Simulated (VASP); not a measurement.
A run of VASP 6.6.1:

The input INCAR:

```
  PREC = Accurate
  ENCUT = 520
  EDIFF = 1E-7
  ISMEAR = 0
  SIGMA = 0.05
  LREAL = False
  LASPH = True
  NELM = 60
  ALGO = Normal
  ISIF = 2
  LWAVE = False
  LCHARG = False
  GGA = PE
  IVDW = 12
  NBANDS = 20
```

File KPOINTS:

```
regular mesh
0
Gamma
  12 12 12
```

POSCAR

```
MoS2
1.0
    1.5764743791      0.9101779071      5.9965349799
   -1.5764743791      0.9101779071      5.9965349799
    0.0000000000     -1.8203558143      5.9965349799
Mo S
1 2
Direct
   -0.0269479929     -0.0269479929      0.0824631379
    0.7535591261      0.7535591261      0.7535591261
    0.5797236023      0.5797236023      0.5797236023
```

Potentials or basis: VASP PAW PBE potentials, release 64 (Mo_sv, S).

The run is started by

```bash
$ cat potpaw_PBE.64/Mo_sv/POTCAR potpaw_PBE.64/S/POTCAR > POTCAR
$ mpirun -np 1 vasp_std > vasp.out
```

Hardware: 1 thread of Intel(R) Xeon(R) Platinum 8259CL CPU @ 2.50GHz (Skylake/Cascade Lake), with other jobs on the host.

How long does it take, and how much memory?

Run time: 18 min on 1 thread of Intel(R) Xeon(R) Platinum 8259CL CPU @ 2.50GHz (Skylake/Cascade Lake) (shared host), peak memory 0.67 GiB. Counts: scf iterations 16, k points 476.
